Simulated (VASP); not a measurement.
# LiNbO3 (R3c) in VASP: a series of runs, part 2 of 2

VASP 6.6.1. The steps go on from the part before.

**3. Single point, LDA**

INCAR reads:

```
  PREC = Accurate
  ENCUT = 520
  EDIFF = 1E-6
  ISMEAR = 0
  SIGMA = 0.02
  LREAL = F
  LASPH = T
  NELM = 60
  ALGO = Normal
  ISIF = 2
  LWAVE = F
  LCHARG = F
  GGA = CA
  NBANDS = 45
```

KPOINTS reads:

```
regular mesh
0
Gamma
  6 6 6
```

POSCAR reads:

```
LiNbO3
1.0
    2.5330331568      1.4624473750      4.5632451266
   -2.5330331568      1.4624473750      4.5632451266
    0.0000000000     -2.9248947500      4.5632451266
Li Nb O
2 2 6
Direct
    0.7055277281      0.7055277281      0.7055277281
    0.2055277281      0.2055277281      0.2055277281
    0.9890957860      0.9890957860      0.9890957860
    0.4890957860      0.4890957860      0.4890957860
    0.8814094941      0.2695722776      0.6208435044
    0.6208435044      0.8814094941      0.2695722776
    0.2695722776      0.6208435044      0.8814094941
    0.7695722776      0.3814094941      0.1208435044
    0.3814094941      0.1208435044      0.7695722776
    0.1208435044      0.7695722776      0.3814094941
```

Potentials or basis: VASP PAW LDA potentials, release 64 (Li_sv, Nb_sv, O).

On the command line:

```sh
cat potpaw_LDA.64/Li_sv/POTCAR potpaw_LDA.64/Nb_sv/POTCAR potpaw_LDA.64/O/POTCAR > POTCAR
mpirun -np 1 vasp_std > vasp.out
```

OUTCAR:

```text
PREC = Accurate
   ENCUT = 520
   EDIFF = 1E-6
   ISMEAR = 0
   LREAL = F
   LASPH = T
   NELM = 60
   ISIF = 2
   GGA = CA

 ion  position               nearest neighbor table
   1  0.706  0.706  0.706-   9 2.00   8 2.00  10 2.00   5 2.21   7 2.21   6 2.21
   2  0.206  0.206  0.206-   6 2.00   5 2.00   7 2.00   8 2.21  10 2.21   9 2.21
   3  0.989  0.989  0.989-   7 1.88   5 1.88   6 1.88   8 2.09  10 2.09   9 2.09
   4  0.489  0.489  0.489-  10 1.88   8 1.88   9 1.88   5 2.09   7 2.09   6 2.09
   5  0.881  0.270  0.621-   3 1.88   2 2.00   4 2.09   1 2.21
   6  0.621  0.881  0.270-   3 1.88   2 2.00   4 2.09   1 2.21
   7  0.270  0.621  0.881-   3 1.88   2 2.00   4 2.09   1 2.21
   8  0.770  0.381  0.121-   4 1.88   1 2.00   3 2.09   2 2.21
   9  0.381  0.121  0.770-   4 1.88   1 2.00   3 2.09   2 2.21
  10  0.121  0.770  0.381-   4 1.88   1 2.00   3 2.09   2 2.21

  LATTYP: Found a trigonal (rhomboedric) cell.
 ALAT       =     5.4201674682
 COS(alpha) =     0.5631962738

  Lattice vectors:

 A1 = (   2.5330331568,   1.4624473750,   4.5632451266)
 A2 = (  -2.5330331568,   1.4624473750,   4.5632451266)
 A3 = (   0.0000000000,  -2.9248947500,   4.5632451266)

Analysis of symmetry for initial positions (statically):
=====================================================================
 Subroutine PRICEL returns:
 Original cell was already a primitive cell.

 Routine SETGRP: Setting up the symmetry group for a
 trigonal (rhombohedral) supercell.

 Subroutine GETGRP returns: Found  6 space group operations
 (whereof  3 operations were pure point group operations)
 out of a pool of 12 trial point group operations.

The static configuration has the point symmetry C_3 .
 The point group associated with its full space group is C_3v.

Analysis of symmetry for dynamics (positions and initial velocities):
=====================================================================
 Subroutine PRICEL returns:
 Original cell was already a primitive cell.

 Routine SETGRP: Setting up the symmetry group for a
 trigonal (rhombohedral) supercell.

 Subroutine GETGRP returns: Found  6 space group operations
 (whereof  3 operations were pure point group operations)
 out of a pool of 12 trial point group operations.

The dynamic configuration has the point symmetry C_3 .
 The point group associated with its full space group is C_3v.

 Subroutine INISYM returns: Found  6 space group operations
 (whereof  3 operations are pure point group operations),
 and found     1 'primitive' translations

----------------------------------------------------------------------------------------

                                     Primitive cell

  volume of cell :     101.4253

  direct lattice vectors                    reciprocal lattice vectors
     2.533033157  1.462447375  4.563245127     0.197391810  0.113964215  0.073047431
    -2.533033157  1.462447375  4.563245127    -0.197391810  0.113964215  0.073047431
     0.000000000 -2.924894750  4.563245127     0.000000000 -0.227928429  0.073047431

  length of vectors
     5.420167468  5.420167468  5.420167468     0.239347647  0.239347647  0.239347647

  position of ions in fractional coordinates (direct lattice)
     0.705527728  0.705527728  0.705527728
     0.205527728  0.205527728  0.205527728
[... 53 lines left out ...]
  0.500000  0.000000  0.000000      3.000000
  0.166667  0.166667  0.000000      6.000000
  0.333333  0.166667  0.000000     12.000000
[... 16 lines left out ...]
  0.500000  0.500000  0.166667      6.000000
 -0.333333  0.500000  0.166667     12.000000
 [... further k-points ...]
   k-points           NKPTS =     32   k-points in BZ     NKDIM =     32   number of bands    NBANDS=     45
   number of dos      NEDOS =    301   number of ions     NIONS =     10
   total plane-waves  NPLWV =  64000
   dimension x,y,z NGX =    40 NGY =   40 NGZ =   40
   dimension x,y,z NGXF=    80 NGYF=   80 NGZF=   80
   ions per type =               2   2   6
   NGX,Y,Z   is equivalent  to a cutoff of  12.27, 12.27, 12.27 a.u.
   NGXF,Y,Z  is equivalent  to a cutoff of  24.54, 24.54, 24.54 a.u.
 SYSTEM =  unknown system
   PREC   = accura    normal or accurate (medium, high low for compatibility)
   ISTART =      0    job   : 0-new  1-cont  2-samecut
   ICHARG =      2    charge: 1-file 2-atom 10-const
   ISPIN  =      1    spin polarized calculation?
   LNONCOLLINEAR =      F non collinear calculations
   LSORBIT =      F    spin-orbit coupling
   LASPH  =      T    aspherical Exc in radial PAW
   ENCUT  =  520.0 eV  38.22 Ry    6.18 a.u.  10.08 10.08 10.08*2*pi/ulx,y,z
   NELM   =     60;   NELMIN=  2; NELMDL= -5     # of ELM steps
   EDIFF  = 0.1E-05   stopping-criterion for ELM
   LREAL  =      F    real-space projection
   EDIFFG = 0.1E-04   stopping-criterion for IOM
   NSW    =      0    number of steps for IOM
   IBRION =     -1    ionic relax: 0-MD 1-quasi-New 2-CG
   NFREE  =      0    steps in history (QN), initial steepest desc. (CG)
   ISIF   =      2    stress and relaxation
   ISYM   =      2    0-nonsym 1-usesym 2-fastsym
   POTIM  = 0.5000    time-step for ionic-motion
   TEBEG  =    0.0;   TEEND  =   0.0 temperature during run
   PSTRESS=    0.0 pullay stress
   NELECT =      68.0000    total number of electrons
   NUPDOWN=      -1.0000    fix difference up-down
   EMIN   =  10.00;   EMAX   =-10.00  energy-range for DOS
   EFERMI =   0.00;   METHOD = LEGACY
   ISMEAR =     0;   SIGMA  =   0.02  broadening in eV -4-tet -1-fermi 0-gaus
   EFERMI_NEDOS =   21; number of points for ismear=-14 and -15
   IALGO  =     38    algorithm
   IMIX   =      4    mixing-type and parameters
     AMIX     =   0.40;   BMIX     =  1.00
     AMIX_MAG =   1.60;   BMIX_MAG =  1.00
  volume/ion in A,a.u.               =      10.14        68.45
  Fermi-wavevector in a.u.,A,eV,Ry     =   1.432834  2.707663 27.932924  2.053012
  Thomas-Fermi vector in A             =   2.552418
   LORBIT       =      0    0 simple, 1 ext, 2 COOP (PROOUT), +10 PAW based schemes
   GGA     = CA    functional components
   LHFCALC =     F    Hartree Fock is set to
   AEXX    =    0.0000 exact exchange contribution
   IVDW    =     0    specifies the selected vdW correction
   LEPSILON=     F    determine dielectric tensor
   LRPA    =     F    only Hartree local field effects (RPA)
 non-spin polarized calculation
 Gauss-broadening in eV      SIGMA  =   0.02
  energy-cutoff  :      520.00
  volume of cell :      101.43
 maximum number of plane-waves:      2748
   NGX = 21   NGY = 21   NGZ = 21

 number of electron      68.0000015 magnetization

 Free energy of the ion-electron system (eV)
  ---------------------------------------------------
  ext. energy  EPLUGINS =         0.00000000
  ---------------------------------------------------
  free energy    TOTEN  =       -87.60551916 eV

  energy without entropy =      -87.60551916  energy(sigma->0) =      -87.60551916

 E-fermi :   3.8488     XC(G=0): -11.5878

 val. band max:        3.7255731024   @ k =   0.1667   0.1667   0.1667
 cond. band min:       7.2284051565   @ k =   0.0000   0.0000   0.0000
 fundamental gap:      3.5028320541
 Fermi energy:         3.8487830880

 k-point     1 :       0.0000    0.0000    0.0000
  band No.  band energies     occupation
      1     -50.0125      2.00000
      2     -49.9926      2.00000
      3     -37.5256      2.00000
      4     -37.5216      2.00000
      5     -26.5481      2.00000
      6     -26.5481      2.00000
[... 1141 lines left out ...]
     44      13.5611      0.00000
     45      14.3569      0.00000

 [... further k-points ...]
[... 5 lines left out ...]
  --------------------------------------------------------------------------------------
  -------------------------------------------------------------------------------------
  Total        0.1794108      0.1794108      0.0797814      0.0000000      0.0000000      0.0000000
  in kB        2.8340851      2.8340851      1.2602767      0.0000000      0.0000000      0.0000000
  external PRESSURE =       2.3094823 kB  Pullay stress =       0.0000000 kB

 VOLUME and BASIS-vectors are now :
 -----------------------------------------------------------------------------
  energy-cutoff  :      520.00
  volume of cell :      101.43
      direct lattice vectors                 reciprocal lattice vectors
     2.533033157  1.462447375  4.563245127     0.197391810  0.113964215  0.073047431
    -2.533033157  1.462447375  4.563245127    -0.197391810  0.113964215  0.073047431
     0.000000000 -2.924894750  4.563245127     0.000000000 -0.227928429  0.073047431

 POSITION                                       TOTAL-FORCE (eV/Angst)
 -----------------------------------------------------------------------------------
      0.00000      0.00000      9.65849         0.000000      0.000000     -0.002498
      0.00000      0.00000      2.81362         0.000000      0.000000     -0.002498
      0.00000      0.00000     13.54046         0.000000      0.000000      0.077283
      0.00000      0.00000      6.69559         0.000000      0.000000      0.077283
      1.54980     -0.13265      8.08527        -0.025067      0.026398     -0.024928
     -0.66002      1.40850      8.08527        -0.010328     -0.034908     -0.024928
     -0.88978     -1.27584      8.08527         0.035395      0.008510     -0.024928
      0.98323      1.32980      5.80365         0.025067      0.026398     -0.024928
      0.66002     -1.51640      5.80365         0.010328     -0.034908     -0.024928
     -1.64325      0.18660      5.80365        -0.035395      0.008510     -0.024928
 -----------------------------------------------------------------------------------
    total drift:                               -0.000000      0.000001     -0.000189

  FREE ENERGIE OF THE ION-ELECTRON SYSTEM (eV)
  ---------------------------------------------------
  free  energy   TOTEN  =       -87.6055191602 eV

  energy  without entropy=      -87.6055191602  energy(sigma->0) =      -87.60551916
```

Run time: 5.5 min. Hardware: 1 thread of Intel Xeon 8259CL, shared host; peak memory 0.27 GiB.

Results:

```yaml
Free_energy: -87.6055 eV
Largest_force: 0.077 eV/Å
Band_gap_on_the_k_mesh: 3.50 eV (least direct gap 3.52 eV)
```

Forces in eV/Å, atoms in the order of the input:
```
Li   0.000  0.000 -0.002
Li   0.000  0.000 -0.002
Nb   0.000  0.000  0.077
Nb   0.000  0.000  0.077
O   -0.025  0.026 -0.025
O   -0.010 -0.035 -0.025
O    0.035  0.009 -0.025
O    0.025  0.026 -0.025
O    0.010 -0.035 -0.025
O   -0.035  0.009 -0.025
```

Caveat: the cutoff is under 1.25 times the usual one of these potentials, so pressure, stress and relaxed cells hold a basis-set (Pulay) error.
